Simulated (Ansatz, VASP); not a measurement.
PbF2 in VASP and in Ansatz

```
CELL_PARAMETERS angstrom
0.00000 2.96985 2.99955
2.96985 0.00000 2.99955
2.96985 2.96985 0.00000
ATOMIC_POSITIONS crystal
Pb 0.00000 0.00000 0.00000
F 0.25000 0.25000 0.25000
F 0.75000 0.75000 0.75000
```

Change from the starting cell: zz strain of +1 %.

Alike in both runs: task single point; functional LDA; k mesh 7 × 7 × 7; occupations fermi-dirac, width 0.03 eV; no spin polarisation.

```csv
,VASP,Ansatz
version,VASP 6.6.1,Ansatz 0.2.0
potentials or method,"VASP PAW LDA potentials, release 64 (Pb_d, F), cutoff 520 eV","all-electron LAPW, scalar-relativistic"
```

|  | VASP | Ansatz | Ansatz less VASP |
| --- | --- | --- | --- |
| gap on the k mesh at the Fermi level (eV) | 4.23 | 4.26 | +0.028 |
| pressure (GPa) | -5.6 | -5.5 | +0.04 |
| traceless stress, the component that is largest in VASP (GPa) | -0.38 | -0.38 | -0.002 |

LDA's correlation is that of Perdew and Zunger in VASP and of Perdew and Wang (1992) in Ansatz. Ansatz ran all-electron here, and VASP with PAW potentials.

Spin-orbit coupling is off throughout.
